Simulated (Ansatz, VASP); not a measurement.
One calculation of CoO, two programs

File INCAR:

```
SYSTEM = CoO
  ALGO = Normal
  EDIFF = 1E-6
  EDIFFG = -0.005
  ENCUT = 600
  GGA = PS
  IBRION = 2
  ISIF = 3
  ISMEAR = -1
  ISPIN = 2
  IVDW = 12
  LASPH = .True.
  LCHARG = .False.
  LMAXMIX = 4
  LORBIT = 11
  LREAL = .False.
  LWAVE = .False.
  MAGMOM = 2 0
  NELM = 150
  NSW = 80
  PREC = Accurate
  SIGMA = 0.05
```

File KPOINTS:

```
k-points
0
Gamma
  7 7 7
  0 0 0
```

Contents of POSCAR:

```
CoO
1.0
    1.6022198417      0.9250420569      2.5664708903
   -1.6022198417      0.9250420569      2.5664708903
    0.0000000000     -1.8500841138      2.5664708903
Co O
1 1
Direct
    0.9989783200      0.9989783200      0.9989783200
    0.7510210300      0.7510210300      0.7510210300
```

Contents of input.yaml:

```yaml
crystal:
  lattice:
    - [1.6022198417, 0.9250420569, 2.5664708903]
    - [-1.6022198417, 0.9250420569, 2.5664708903]
    - [0.0, -1.8500841138, 2.5664708903]
  atoms:
    - { symbol: Co, position: [0.99897832, 0.99897832, 0.99897832], spin: 2.0 }
    - { symbol: O, position: [0.75102103, 0.75102103, 0.75102103] }
kpoints:
  mp_grid: { grid: [7, 7, 7] }
scf:
  occupations: { method: fermi_dirac, width: 0.05 }
hamiltonian:
  xc: pbesol
  dispersion: d3bj
  pseudopotentials: { kind: all_electron, lapw: { basis_error: 0.001 } }
magnetization:
  spin_polarized: true
output:
  forces: true
  stress: true
relax:
  f_tol: 0.005
  max_steps: 60
  cell: {}
```

Alike in both runs: task relaxation of cell and atoms; functional PBEsol; dispersion D3(BJ); k mesh 7 × 7 × 7; occupations fermi-dirac, width 0.05 eV; collinear spin.

|  | VASP | Ansatz |
| --- | --- | --- |
| version | VASP 6.6.1 | Ansatz 0.2.0 |
| potentials or method | VASP PAW PBE potentials, release 64 (Co, O), cutoff 600 eV | all-electron LAPW, scalar-relativistic |

Ansatz gave:

| Quantity | Value |
| --- | --- |
| net moment per atom (μB) | 0.98 |
| size of the moment on the site where the two differ most (μB) | 0.18 |
| relaxed volume (Å³/atom) | 10.18 |
| relaxed cell length with the largest relative difference (Å) | 3.065 |

Q: Which values does VASP return?

A: net moment per atom (μB): 0.95; size of the moment on the site where the two differ most (μB): 0.18; relaxed volume (Å³/atom): 10.14; relaxed cell length with the largest relative difference (Å): 3.060.

VASP's potentials were made for PBE, not for PBEsol. Site moments also hang on the region over which each program counts them. Ansatz ran all-electron here, and VASP with PAW potentials.

Noted on Ansatz's run: the k mesh is thin for a metal, which can move the energy by tens of meV per atom.
